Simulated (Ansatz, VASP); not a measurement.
# One calculation of P, two programs

```
P
1.0
     3.28297   -0.00254   -0.00054
    -0.02606   34.89733    0.43774
    -0.00074    0.05555    4.44817
P
4
Direct
  0.99944 0.96979 0.58893
  0.00056 0.03035 0.41104
  0.50037 0.03021 0.07712
  0.49963 0.96965 0.92291
```

Change from the starting cell: all atoms moved at random, sigma 0.05 Å a component, cell strained at random, sigma 0.01; relaxed back.

Alike in both runs: functional PBEsol; k mesh 8 × 1 × 6; occupations gaussian, width 0.05 eV; no spin polarisation.

Ansatz relaxed the structure, and its values are those at the end. VASP's run is a single point on that final structure, the one shown.

```csv
,VASP,Ansatz
version,VASP 6.6.1,Ansatz 0.2.0
potentials or method,"VASP PAW PBE potentials, release 64 (P), cutoff 520 eV","scalar-relativistic, plane waves, PAW"
valence electrons in the cell,20,20
```

|  | VASP | Ansatz | Ansatz less VASP |
| --- | --- | --- | --- |
| gap on the k mesh at the Fermi level (eV) | 0.73 | 0.71 | -0.016 |
| least direct gap on the mesh (eV) | 0.73 | 0.71 | -0.016 |
| rms of the force components (eV/Å) | 0.013 | 0.004 | -0.0090 |

VASP's potentials were made for PBE, not for PBEsol.
